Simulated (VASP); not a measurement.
Wanted: the native input for a VASP 6.6.1 run.

```
Task                   : single point
Functional             : r2SCAN
Potentials or basis    : VASP PAW PBE potentials, release 64 (Pt, Se)
Cutoff                 : 520 eV
k mesh                 : 8 × 8 × 8
Occupations            : fermi-dirac, width 0.05 eV
Spin                   : no spin polarisation
Hubbard terms          : Pt d U = 5.0 eV
Dipole correction      : no
Further INCAR settings : ALGO = Normal; EDIFF = 1e-06; NBANDS = 15
```

Crystal: PtSe.

```
CELL_PARAMETERS angstrom
0.00000 3.03745 3.03745
3.03745 0.00000 3.03745
3.03745 3.03745 0.00000
ATOMIC_POSITIONS crystal
Pt 0.00000 0.00000 0.00000
Se 0.25000 0.25000 0.25000
```

One way to write it, as run:

POSCAR

```
PtSe
1.0
    0.0000000000      3.0374472300      3.0374472300
    3.0374472300      0.0000000000      3.0374472300
    3.0374472300      3.0374472300      0.0000000000
Pt Se
1 1
Direct
    0.0000000000      0.0000000000      0.0000000000
    0.2500000000      0.2500000000      0.2500000000
```

INCAR.step1

```
SYSTEM = PtSe
PREC = Accurate
ENCUT = 520
ISMEAR = -1
SIGMA = 0.05
LREAL = .False.
LASPH = .True.
NELM = 150
LMAXMIX = 4
LDAU = .True.
LDAUTYPE = 2
LDAUL = 2 -1
LDAUU = 5 0
LDAUJ = 0 0
NBANDS = 15
GGA = PE
ALGO = Normal
EDIFF = 1E-4
LWAVE = .True.
LCHARG = .False.
```

INCAR.step2

```
SYSTEM = PtSe
PREC = Accurate
ENCUT = 520
EDIFF = 1E-6
ISMEAR = -1
SIGMA = 0.05
LREAL = .False.
LASPH = .True.
NELM = 150
ALGO = Normal
ISIF = 2
LWAVE = .False.
LCHARG = .True.
LMAXMIX = 4
LDAU = .True.
LDAUTYPE = 2
LDAUL = 2 -1
LDAUU = 5 0
LDAUJ = 0 0
LDAUPRINT = 1
METAGGA = R2SCAN
LMIXTAU = .True.
LELF = .True.
LVHAR = .True.
NBANDS = 15
ISTART = 1
```

KPOINTS

```
Automatic mesh
0
Gamma
  8 8 8
  0 0 0
```

Potentials or basis: VASP PAW PBE potentials, release 64 (Pt, Se).

Command:

```console
$ cat potpaw_PBE.64/Pt/POTCAR potpaw_PBE.64/Se/POTCAR > POTCAR
$ cp INCAR.step1 INCAR
$ mpirun -np 1 vasp_std > vasp.out
$ cp INCAR.step2 INCAR
$ mpirun -np 1 vasp_std > vasp.out
```

It gave:

| Item | Value |
| --- | --- |
| Pressure | -14.7 GPa |
| Band gap on the k mesh | zero (bands 8 and 9 overlap by 2.67 eV) |

Caveat: the cell stands under tension; the PAW data sets were made with another functional, which shifts forces and pressure a little; spin-orbit coupling is left out, which moves the levels of the heavy elements; U without spin polarisation on a metal has little footing.

Wall time 48 s on 1 thread of Intel(R) Xeon(R) 6975P-C (Granite Rapids), with other jobs on the host, peak memory 0.19 GiB.
